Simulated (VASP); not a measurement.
**Ag: single point with LDA**

Ag:

```
CELL_PARAMETERS angstrom
-1.59165 1.59165 1.59165
1.59165 -1.59165 1.59165
1.59165 1.59165 -1.59165
ATOMIC_POSITIONS crystal
Ag 0.00000 0.00000 0.00000
```

- Program: VASP 6.6.1
- Task: single point
- Functional: LDA
- Potentials or basis: VASP PAW LDA potentials, release 64 (Ag)
- Cutoff: 520 eV
- k mesh: 11 × 11 × 11
- Occupations: fermi-dirac, width 0.05 eV
- Spin: no spin polarisation
- Dipole correction: no
- Further INCAR settings: ALGO = Normal; EDIFF = 1e-06; NBANDS = 12

```json
{
  "Pressure": "0.2 GPa"
}
```

Levels at points of the mesh, in eV from the Fermi level:
```tsv
k point	band 3	band 4	band 5	band 6	band 7	band 8	band 9	band 10
(0.00, 0.00, 0.00)	-5.10	-5.10	-3.60	-3.60	18.17	18.17	18.17	25.14
```

Wall time 4.6 s on 1 thread of Intel(R) Xeon(R) Platinum 8488C (Sapphire Rapids) (shared host), peak memory 0.13 GiB.
